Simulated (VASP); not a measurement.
MnS: single point with PBEsol

Crystal: MnS.

```
CELL_PARAMETERS angstrom
1.83000 1.05655 2.97092
-1.83000 1.05655 2.97092
0.00000 -2.11310 2.97092
ATOMIC_POSITIONS crystal
Mn 0.00044 0.00920 0.00631
S 0.50632 0.48826 0.49306
```

```yaml
Program: VASP 6.6.1
Task: single point
Functional: PBEsol
Potentials_or_basis: VASP PAW PBE potentials, release 64 (Mn_pv, S)
Cutoff: 500 eV
k_mesh: 7 × 7 × 7
Occupations: gaussian, width 0.05 eV
Spin: collinear spin, ferromagnetic start
Starting_moments: "[4.0, 0.0] μB"
```

```json
{
  "Pressure": "-5.9 GPa",
  "Largest force": "0.287 eV/Å",
  "Net moment": "4.62 μB per cell",
  "Site moments": "Mn +4.18; S +0.10 μB",
  "Valence electrons inside the program's atomic spheres": "Mn 11.34; S 3.70"
}
```

Forces in eV/Å, atoms in the order of the input:
```
Mn   0.145  0.037 -0.245
S   -0.145 -0.037  0.245
```

Stress tensor (GPa, compression positive):
```
-5.92  0.21 -0.26
 0.21 -6.07 -0.11
-0.26 -0.11 -5.60
```

Levels at points of the mesh, in eV from the Fermi level:
Spin up:
```tsv
k point	band 8	band 9	band 10	band 11	band 12	band 13	band 14	band 15	band 16	band 17
(0.00, 0.00, 0.00)	-3.41	-3.32	-1.89	-1.87	-1.81	1.77	8.50	8.53	8.56	10.45
```
Spin down:
| k point | band 3 | band 4 | band 5 | band 6 | band 7 | band 8 | band 9 | band 10 | band 11 | band 12 |
| --- | --- | --- | --- | --- | --- | --- | --- | --- | --- | --- |
| (0.00, 0.00, 0.00) | -46.11 | -14.48 | -1.80 | -1.76 | -1.71 | 0.15 | 0.18 | 0.24 | 0.28 | 0.35 |

It took 100 s on 1 thread of Intel(R) Xeon(R) 6975P-C (Granite Rapids) (shared host), peak memory 0.29 GiB.

Caveat: the cell stands under tension; the PAW data sets were made with another functional, which shifts forces and pressure a little; a cell with one magnetic atom can't hold antiferromagnetic order, which such compounds often take; semilocal functionals often make such compounds metallic where correlation or magnetic order opens a gap, which also shifts bond lengths. With open d or f shells a metallic result of PBEsol can be an artefact of self-interaction; +U or a hybrid may open a gap.
